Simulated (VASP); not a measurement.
# Dy in VASP: a series of runs

Dy is run at these levels: PBE+U; tasks: single point, relaxation of shape and atoms at fixed volume.

All numbers are computed with VASP 6.6.1; they aren't measurements. Logs are shortened: lines on timing, memory, paths and dates and some standing lists are left out, and cuts for length are marked.

**1. The cell of the first run**

The structure is hexagonal, space group P6_3/mmc (No. 194). The conventional cell has a = 3.590 Å, b = 3.590 Å, c = 5.647 Å, α = 90.00°, β = 90.00°, γ = 120.00°. Dy (site symmetry -6m2) has 12 Dy at 3.50 to 3.59 Å within 4.6 Å.

**2. Single point, PBE+U, collinear spin, ferromagnetic start**

Input file INCAR:

```
PREC = Accurate ; ENCUT = 520
EDIFF = 1E-6 ; ISMEAR = 0
SIGMA = 0.05 ; LREAL = F
LASPH = T ; NELM = 150
ALGO = Normal ; ISIF = 2
LWAVE = F ; LCHARG = T
ISPIN = 2 ; MAGMOM = 5 5
LORBIT = 11 ; LMAXMIX = 6
LDAU = T ; LDAUTYPE = 2
LDAUL = 3 ; LDAUU = 6
LDAUJ = 0 ; LDAUPRINT = 1
GGA = PE ; LELF = T
LVHAR = T ; NBANDS = 31
```

Input file KPOINTS:

```
regular mesh
0
Gamma
  6 6 4
```

Input file POSCAR:

```
Dy
1.0
    3.5900000000      0.0000000000      0.0000000000
   -1.7950000000      3.1090311996      0.0000000000
    0.0000000000      0.0000000000      5.6470700000
Dy
2
Direct
    0.3333333333      0.6666666667      0.7500000000
    0.6666666667      0.3333333333      0.2500000000
```

Potentials or basis: VASP PAW PBE potentials, release 64 (Dy).

Run with:

```console
$ cat potpaw_PBE.64/Dy/POTCAR > POTCAR
$ mpirun -np 1 vasp_std > vasp.out
```

OUTCAR:

```text
PREC = Accurate
   ENCUT = 520
   EDIFF = 1E-6
   ISMEAR = 0
   LREAL = F
   LASPH = T
   NELM = 150
   ISIF = 2
   ISPIN = 2
   LORBIT = 11
   GGA = PE

 ion  position               nearest neighbor table
   1  0.333  0.667  0.750-   2 3.50   2 3.50   2 3.50   2 3.50   2 3.50   2 3.50
   2  0.667  0.333  0.250-   1 3.50   1 3.50   1 3.50   1 3.50   1 3.50   1 3.50

  LATTYP: Found a hexagonal cell.
 ALAT       =     3.5900000000
 C/A-ratio  =     1.5730000000

  Lattice vectors:

 A1 = (   3.5900000000,   0.0000000000,   0.0000000000)
 A2 = (  -1.7950000000,   3.1090311996,   0.0000000000)
 A3 = (   0.0000000000,   0.0000000000,   5.6470700000)

Analysis of symmetry for initial positions (statically):
=====================================================================
 Subroutine PRICEL returns:
 Original cell was already a primitive cell.

 Routine SETGRP: Setting up the symmetry group for a
 hexagonal supercell.

 Subroutine GETGRP returns: Found 24 space group operations
 (whereof 12 operations were pure point group operations)
 out of a pool of 24 trial point group operations.

The static configuration has the point symmetry D_3d.
 The point group associated with its full space group is D_6h.

Analysis of symmetry for dynamics (positions and initial velocities):
=====================================================================
 Subroutine PRICEL returns:
 Original cell was already a primitive cell.

 Routine SETGRP: Setting up the symmetry group for a
 hexagonal supercell.

 Subroutine GETGRP returns: Found 24 space group operations
 (whereof 12 operations were pure point group operations)
 out of a pool of 24 trial point group operations.

The dynamic configuration has the point symmetry D_3d.
 The point group associated with its full space group is D_6h.

Analysis of structural, dynamic, and magnetic symmetry:
=====================================================================
 Subroutine PRICEL returns:
 Original cell was already a primitive cell.

 Routine SETGRP: Setting up the symmetry group for a
 hexagonal supercell.

 Subroutine GETGRP returns: Found 24 space group operations
 (whereof 12 operations were pure point group operations)
 out of a pool of 24 trial point group operations.

The overall configuration has the point symmetry D_3d.
 The point group associated with its full space group is D_6h.

 Subroutine INISYM returns: Found 24 space group operations
 (whereof 12 operations are pure point group operations),
 and found     1 'primitive' translations

----------------------------------------------------------------------------------------

                                     Primitive cell

  volume of cell :      63.0293

  direct lattice vectors                    reciprocal lattice vectors
     3.590000000  0.000000000  0.000000000     0.278551532  0.160821802  0.000000000
    -1.795000000  3.109031200  0.000000000     0.000000000  0.321643604  0.000000000
     0.000000000  0.000000000  5.647070000     0.000000000  0.000000000  0.177082983
[... 173 lines left out ...]
 -0.0000  0.9888 -0.0000 -0.0000 -0.0000 -0.0000  0.0000
  0.0000 -0.0000  0.9854 -0.0000  0.0000  0.0000 -0.0000
  0.0000 -0.0000 -0.0000  0.9857 -0.0000  0.0000 -0.0000
 -0.0000 -0.0000  0.0000 -0.0000  0.9854 -0.0000  0.0000
  0.0000 -0.0000  0.0000  0.0000 -0.0000  0.9888 -0.0000
  0.0000  0.0000 -0.0000 -0.0000  0.0000 -0.0000  0.9894

spin component  2

  0.8805  0.0000  0.0000 -0.0000  0.0000 -0.0000 -0.0000
  0.0000  0.0004 -0.0000  0.0000 -0.0000 -0.0000  0.0000
  0.0000 -0.0000  0.9278 -0.0000  0.0000 -0.0000  0.0000
 -0.0000  0.0000 -0.0000  0.0003  0.0000  0.0000  0.0000
  0.0000 -0.0000  0.0000  0.0000  0.9278  0.0000  0.0000
 -0.0000 -0.0000 -0.0000  0.0000  0.0000  0.0004  0.0000
 -0.0000  0.0000  0.0000  0.0000  0.0000  0.0000  0.0003

 occupancies and eigenvectors

  o =  0.0003  v =  0.0000  0.0000  0.0000  0.0000  0.0000  0.0000  0.0000  0.0000  0.0000  0.0000 -0.0000 -0.0000 -0.0000  1.0000      0.0000  0.0000  0.0000  0.0000  0.0000  0.0000  0.0000  0.0000  0.0000  0.0000  0.0000  0.0000  0.0000  0.0000
  o =  0.0003  v =  0.0000  0.0000  0.0000  0.0000  0.0000  0.0000  0.0000 -0.0000  0.0000  0.0000 -1.0000  0.0000  0.0000 -0.0000      0.0000  0.0000  0.0000  0.0000  0.0000  0.0000  0.0000  0.0000  0.0000  0.0000  0.0000  0.0000  0.0000  0.0000
  o =  0.0004  v =  0.0000  0.0000  0.0000  0.0000  0.0000  0.0000  0.0000 -0.0000  0.9615  0.0000  0.0000 -0.0000  0.2747 -0.0000      0.0000  0.0000  0.0000  0.0000  0.0000  0.0000  0.0000  0.0000  0.0000  0.0000  0.0000  0.0000  0.0000  0.0000
  o =  0.0004  v =  0.0000  0.0000  0.0000  0.0000  0.0000  0.0000  0.0000 -0.0000  0.2747 -0.0000 -0.0000  0.0000 -0.9615 -0.0000      0.0000  0.0000  0.0000  0.0000  0.0000  0.0000  0.0000  0.0000  0.0000  0.0000  0.0000  0.0000  0.0000  0.0000
  o =  0.8805  v =  0.0000  0.0000  0.0000  0.0000  0.0000  0.0000  0.0000 -1.0000 -0.0000  0.0000  0.0000  0.0000  0.0000  0.0000      0.0000  0.0000  0.0000  0.0000  0.0000  0.0000  0.0000  0.0000  0.0000  0.0000  0.0000  0.0000  0.0000  0.0000
  o =  0.9278  v =  0.0000  0.0000  0.0000  0.0000  0.0000  0.0000  0.0000  0.0000 -0.0000  0.0000 -0.0000 -1.0000 -0.0000 -0.0000      0.0000  0.0000  0.0000  0.0000  0.0000  0.0000  0.0000  0.0000  0.0000  0.0000  0.0000  0.0000  0.0000  0.0000
  o =  0.9278  v =  0.0000  0.0000  0.0000  0.0000  0.0000  0.0000  0.0000 -0.0000 -0.0000 -1.0000  0.0000 -0.0000  0.0000 -0.0000      0.0000  0.0000  0.0000  0.0000  0.0000  0.0000  0.0000  0.0000  0.0000  0.0000  0.0000  0.0000  0.0000  0.0000
  o =  0.9854  v = -0.0000  0.0000  0.0000  0.0000 -1.0000 -0.0000  0.0000  0.0000  0.0000  0.0000  0.0000  0.0000  0.0000  0.0000      0.0000  0.0000  0.0000  0.0000  0.0000  0.0000  0.0000  0.0000  0.0000  0.0000  0.0000  0.0000  0.0000  0.0000
  o =  0.9854  v = -0.0000  0.0000  1.0000  0.0000  0.0000 -0.0000  0.0000  0.0000  0.0000  0.0000  0.0000  0.0000  0.0000  0.0000      0.0000  0.0000  0.0000  0.0000  0.0000  0.0000  0.0000  0.0000  0.0000  0.0000  0.0000  0.0000  0.0000  0.0000
  o =  0.9855  v =  1.0000  0.0000  0.0000 -0.0000 -0.0000 -0.0000 -0.0000  0.0000  0.0000  0.0000  0.0000  0.0000  0.0000  0.0000      0.0000  0.0000  0.0000  0.0000  0.0000  0.0000  0.0000  0.0000  0.0000  0.0000  0.0000  0.0000  0.0000  0.0000
  o =  0.9857  v =  0.0000  0.0000 -0.0000  1.0000  0.0000 -0.0000 -0.0000  0.0000  0.0000  0.0000  0.0000  0.0000  0.0000  0.0000      0.0000  0.0000  0.0000  0.0000  0.0000  0.0000  0.0000  0.0000  0.0000  0.0000  0.0000  0.0000  0.0000  0.0000
  o =  0.9888  v =  0.0000  0.0526 -0.0000  0.0000 -0.0000  0.9986  0.0000  0.0000  0.0000  0.0000  0.0000  0.0000  0.0000  0.0000      0.0000  0.0000  0.0000  0.0000  0.0000  0.0000  0.0000  0.0000  0.0000  0.0000  0.0000  0.0000  0.0000  0.0000
  o =  0.9888  v =  0.0000 -0.9986  0.0000  0.0000 -0.0000  0.0526  0.0000  0.0000  0.0000  0.0000  0.0000  0.0000  0.0000  0.0000      0.0000  0.0000  0.0000  0.0000  0.0000  0.0000  0.0000  0.0000  0.0000  0.0000  0.0000  0.0000  0.0000  0.0000
  o =  0.9894  v =  0.0000  0.0000 -0.0000  0.0000  0.0000 -0.0000  1.0000  0.0000  0.0000  0.0000  0.0000  0.0000  0.0000  0.0000      0.0000  0.0000  0.0000  0.0000  0.0000  0.0000  0.0000  0.0000  0.0000  0.0000  0.0000  0.0000  0.0000  0.0000

 number of electron      39.9999987 magnetization       8.9625560

 Free energy of the ion-electron system (eV)
  ---------------------------------------------------
  ext. energy  EPLUGINS =         0.00000000
  ---------------------------------------------------
  free energy    TOTEN  =       -12.79230564 eV

  energy without entropy =      -12.78305944  energy(sigma->0) =      -12.78768254

 E-fermi :   2.6449     XC(G=0): -10.0228

 val. band max:        2.6446016344   @ k =   0.3333   0.1667   0.0000
 cond. band min:       2.6638683792   @ k =   0.1667   0.1667   0.2500
 fundamental gap:      0.0192667448
 Fermi energy:         2.6449029611

 spin component 1

 k-point     1 :       0.0000    0.0000    0.0000
  band No.  band energies     occupation
      1     -42.6996      1.00000
      2     -42.6237      1.00000
      3     -19.2048      1.00000
      4     -18.7310      1.00000
      5     -18.7310      1.00000
      6     -18.6060      1.00000
[... 703 lines left out ...]
     30       6.3297      0.00000
     31       8.5478      0.00000
 Fermi energy:         2.6449029611

 spin component 2

 k-point     1 :       0.0000    0.0000    0.0000
  band No.  band energies     occupation
      1     -40.7771      1.00000
      2     -40.6893      1.00000
      3     -17.9399      1.00000
      4     -17.2822      1.00000
      5     -17.2822      1.00000
      6     -17.1425      1.00000
[... 703 lines left out ...]
     30       9.6140      0.00000
     31       9.8951      0.00000

------------------------ aborting loop because EDIFF is reached ----------------------------------------

  FORCE on cell =-STRESS in cart. coord.  units (eV):
  Direction    XX          YY          ZZ          XY          YZ          ZX
  --------------------------------------------------------------------------------------
  -------------------------------------------------------------------------------------
  Total        2.2083217      2.2083217      3.0057228      0.0000000      0.0000000      0.0000000
  in kB       56.1345463     56.1345463     76.4041259      0.0000000      0.0000000      0.0000000
  external PRESSURE =      62.8910728 kB  Pullay stress =       0.0000000 kB

 VOLUME and BASIS-vectors are now :
 -----------------------------------------------------------------------------
  energy-cutoff  :      520.00
  volume of cell :       63.03
      direct lattice vectors                 reciprocal lattice vectors
     3.590000000  0.000000000  0.000000000     0.278551532  0.160821802  0.000000000
    -1.795000000  3.109031200  0.000000000     0.000000000  0.321643604  0.000000000
     0.000000000  0.000000000  5.647070000     0.000000000  0.000000000  0.177082983

 POSITION                                       TOTAL-FORCE (eV/Angst)
 -----------------------------------------------------------------------------------
     -0.00000      2.07269      4.23530        -0.000000     -0.000000      0.000000
      1.79500      1.03634      1.41177         0.000000      0.000000      0.000000
 -----------------------------------------------------------------------------------
    total drift:                               -0.000000      0.000000     -0.000000

  FREE ENERGIE OF THE ION-ELECTRON SYSTEM (eV)
  ---------------------------------------------------
  free  energy   TOTEN  =       -12.7923056369 eV

  energy  without entropy=      -12.7830594445  energy(sigma->0) =      -12.78768254

 total charge

# of ion       s       p       d       f       tot
--------------------------------------------------
    1        2.157   5.850   0.391   9.639  18.036
    2        2.157   5.850   0.391   9.639  18.036
--------------------------------------------------
tot          4.314  11.699   0.781  19.279  36.073

 magnetization (x)

# of ion       s       p       d       f       tot
--------------------------------------------------
    1        0.010  -0.044   0.088   4.169   4.222
    2        0.010  -0.044   0.088   4.169   4.222
--------------------------------------------------
tot          0.020  -0.088   0.175   8.337   8.445
```

Run time: 7.1 min. Hardware: 1 thread of Intel Xeon Platinum 8488C (Sapphire Rapids), shared host; peak memory 0.25 GiB.

What came out:

```yaml
Free_energy: -12.7923 eV
Pressure: 6.3 GPa
Net_moment: 8.96 μB per cell
Site_moments: Dy +4.22 μB
Valence_electrons_inside_the_program's_atomic_spheres: Dy 18.04
```

Stress tensor (GPa, compression positive):
```
5.61 0.00 0.00
0.00 5.61 0.00
0.00 0.00 7.64
```

Eigenvalues of the final occupation matrices:
```
    site  spin  trace                         eigenvalues
site 1 f     1   6.91  0.99 0.99 0.99 0.99 0.99 0.99 0.99
site 1 f     2   2.74  0.00 0.00 0.00 0.00 0.88 0.93 0.93
site 2 f     1   6.91  0.99 0.99 0.99 0.99 0.99 0.99 0.99
site 2 f     2   2.74  0.00 0.00 0.00 0.00 0.88 0.93 0.93
```

Caveat: the magnetic or orbital state may not be the lowest; spin-orbit coupling is left out, which moves the levels of the heavy elements. The state reached can hang on the start; a lower one may exist.

**3. Single point, PBE+U, collinear spin, ferromagnetic start**

Input file INCAR:

```
SYSTEM = Dy
ALGO = Normal
EDIFF = 1E-6
ENCUT = 520
GGA = PE
ISIF = 2
ISMEAR = 0
ISPIN = 2
LASPH = .TRUE.
LCHARG = .TRUE.
LDAU = .TRUE.
LDAUJ = 0
LDAUL = 3
LDAUPRINT = 1
LDAUTYPE = 2
LDAUU = 6
LELF = .TRUE.
LMAXMIX = 6
LORBIT = 11
LREAL = .FALSE.
LVHAR = .TRUE.
LWAVE = .FALSE.
MAGMOM = 5.95 5.95
NBANDS = 31
NELM = 150
PREC = Accurate
SIGMA = 0.05
```

Input file KPOINTS:

```
k-points
0
G
  6 6 4
  0 0 0
```

POSCAR is that of step 2.

Potentials or basis: VASP PAW PBE potentials, release 64 (Dy).

Run with:

```console
$ cat potpaw_PBE.64/Dy/POTCAR > POTCAR
$ mpirun -np 1 vasp_std > vasp.out
```

OUTCAR:

```text
SYSTEM = Dy
   EDIFF = 1E-6
   ENCUT = 520
   GGA = PE
   ISIF = 2
   ISMEAR = 0
   ISPIN = 2
   LASPH = .TRUE.
   LORBIT = 11
   LREAL = .FALSE.
   NELM = 150
   PREC = Accurate

 ion  position               nearest neighbor table
   1  0.333  0.667  0.750-   2 3.50   2 3.50   2 3.50   2 3.50   2 3.50   2 3.50
   2  0.667  0.333  0.250-   1 3.50   1 3.50   1 3.50   1 3.50   1 3.50   1 3.50

  LATTYP: Found a hexagonal cell.
 ALAT       =     3.5900000000
 C/A-ratio  =     1.5730000000

  Lattice vectors:

 A1 = (   3.5900000000,   0.0000000000,   0.0000000000)
 A2 = (  -1.7950000000,   3.1090311996,   0.0000000000)
 A3 = (   0.0000000000,   0.0000000000,   5.6470700000)

Analysis of symmetry for initial positions (statically):
=====================================================================
 Subroutine PRICEL returns:
 Original cell was already a primitive cell.

 Routine SETGRP: Setting up the symmetry group for a
 hexagonal supercell.

 Subroutine GETGRP returns: Found 24 space group operations
 (whereof 12 operations were pure point group operations)
 out of a pool of 24 trial point group operations.

The static configuration has the point symmetry D_3d.
 The point group associated with its full space group is D_6h.

Analysis of symmetry for dynamics (positions and initial velocities):
=====================================================================
 Subroutine PRICEL returns:
 Original cell was already a primitive cell.

 Routine SETGRP: Setting up the symmetry group for a
 hexagonal supercell.

 Subroutine GETGRP returns: Found 24 space group operations
 (whereof 12 operations were pure point group operations)
 out of a pool of 24 trial point group operations.

The dynamic configuration has the point symmetry D_3d.
 The point group associated with its full space group is D_6h.

[... 237 lines left out ...]
  ---------------------------------------------------
  ext. energy  EPLUGINS =         0.00000000
  ---------------------------------------------------
  free energy    TOTEN  =       -14.42871804 eV

  energy without entropy =      -14.42554068  energy(sigma->0) =      -14.42712936

 E-fermi :   2.8335     XC(G=0): -10.2114

 val. band max:        2.7958358543   @ k =   0.3333   0.3333   0.2500
 cond. band min:       2.8490193810   @ k =   0.3333   0.1667   0.2500
 fundamental gap:      0.0531835266
 Fermi energy:         2.8335049459

 spin component 1

 k-point     1 :       0.0000    0.0000    0.0000
  band No.  band energies     occupation
      1     -45.5458      1.00000
      2     -45.4844      1.00000
      3     -21.6310      1.00000
      4     -20.9431      1.00000
      5     -20.8375      1.00000
      6     -20.8375      1.00000
[... 703 lines left out ...]
     30       5.4908      0.00000
     31       7.4767      0.00000
 Fermi energy:         2.8335049459

 spin component 2

 k-point     1 :       0.0000    0.0000    0.0000
  band No.  band energies     occupation
      1     -43.1842      1.00000
      2     -43.1126      1.00000
      3     -19.8821      1.00000
      4     -19.0957      1.00000
      5     -19.0944      1.00000
      6     -19.0944      1.00000
[... 703 lines left out ...]
     30       6.5052      0.00000
     31       8.5717      0.00000

------------------------ aborting loop because EDIFF is reached ----------------------------------------

  FORCE on cell =-STRESS in cart. coord.  units (eV):
  Direction    XX          YY          ZZ          XY          YZ          ZX
  --------------------------------------------------------------------------------------
  -------------------------------------------------------------------------------------
  Total        0.3698398      0.3698398      0.6549273      0.0000000      0.0000000      0.0000000
  in kB        9.4011610      9.4011610     16.6479594      0.0000000      0.0000000      0.0000000
  external PRESSURE =      11.8167605 kB  Pullay stress =       0.0000000 kB

 VOLUME and BASIS-vectors are now :
 -----------------------------------------------------------------------------
  energy-cutoff  :      520.00
  volume of cell :       63.03
      direct lattice vectors                 reciprocal lattice vectors
     3.590000000  0.000000000  0.000000000     0.278551532  0.160821802  0.000000000
    -1.795000000  3.109031200  0.000000000     0.000000000  0.321643604  0.000000000
     0.000000000  0.000000000  5.647070000     0.000000000  0.000000000  0.177082983

 POSITION                                       TOTAL-FORCE (eV/Angst)
 -----------------------------------------------------------------------------------
     -0.00000      2.07269      4.23530         0.000000     -0.000000      0.000000
      1.79500      1.03634      1.41177        -0.000000      0.000000     -0.000000
 -----------------------------------------------------------------------------------
    total drift:                               -0.000000      0.000000     -0.000000

  FREE ENERGIE OF THE ION-ELECTRON SYSTEM (eV)
  ---------------------------------------------------
  free  energy   TOTEN  =       -14.4287180436 eV

  energy  without entropy=      -14.4255406841  energy(sigma->0) =      -14.42712936

 total charge

# of ion       s       p       d       f       tot
--------------------------------------------------
    1        2.173   5.797   0.676   8.964  17.610
    2        2.173   5.797   0.676   8.964  17.610
--------------------------------------------------
tot          4.345  11.593   1.353  17.928  35.220

 magnetization (x)

# of ion       s       p       d       f       tot
--------------------------------------------------
    1        0.013  -0.012   0.239   4.980   5.220
    2        0.013  -0.012   0.239   4.980   5.220
--------------------------------------------------
tot          0.025  -0.023   0.477   9.961  10.440
```

Wall time 3.9 min (1 thread of Intel Xeon Platinum 8488C (Sapphire Rapids), shared host); peak memory 0.26 GiB.

Results:

* Free energy: -14.4287 eV
* Pressure: 1.2 GPa
* Net moment: 11.38 μB per cell
* Site moments: Dy +5.22 μB
* Valence electrons inside the program's atomic spheres: Dy 17.61

Stress tensor (GPa, compression positive):
```
0.94 0.00 0.00
0.00 0.94 0.00
0.00 0.00 1.66
```

Levels at points of the mesh, in eV from the Fermi level:
Spin up:
```csv
k point,band 23,band 24,band 25,band 26,band 27,band 28,band 29,band 30
"(0.00, 0.00, 0.00)",-5.42,-2.51,0.87,1.55,1.55,1.87,2.23,2.23
"(0.50, 0.00, 0.00)",-2.28,-1.65,-1.30,-0.28,1.10,1.11,2.02,5.42
"(0.00, 0.00, 0.50)",-3.85,-3.85,0.65,0.65,1.43,1.43,1.43,1.43
"(0.50, 0.00, 0.50)",-2.21,-2.21,-0.35,-0.35,1.35,1.35,2.59,2.59
```
Spin down:
```
           k point  band 10  band 11  band 12  band 13  band 14  band 15  band 16  band 17  band 18  band 19
(0.00, 0.00, 0.00)    -5.11    -4.96    -4.94    -4.64    -1.62     1.31     1.31     1.35     1.35     1.69
(0.50, 0.00, 0.00)    -5.09    -4.85    -4.85    -1.32    -0.99    -0.62     0.63     1.25     1.30     1.40
(0.00, 0.00, 0.50)    -5.16    -4.94    -4.94    -3.02    -3.02     1.34     1.34     1.34     1.34     1.50
(0.50, 0.00, 0.50)    -5.11    -4.85    -4.85    -1.50    -1.50     0.57     0.57     1.19     1.19     1.43
```

Eigenvalues of the final occupation matrices:
```
    site  spin  trace                         eigenvalues
site 1 f     1   6.98  1.00 1.00 1.00 1.00 1.00 1.00 1.00
site 1 f     2   1.99  0.00 0.00 0.00 0.00 0.00 0.99 0.99
site 2 f     1   6.98  1.00 1.00 1.00 1.00 1.00 1.00 1.00
site 2 f     2   1.99  0.00 0.00 0.00 0.00 0.00 0.99 0.99
```

Caveat: the magnetic or orbital state may not be the lowest; spin-orbit coupling is left out, which moves the levels of the heavy elements.

(Continued in part 2 of 2.)
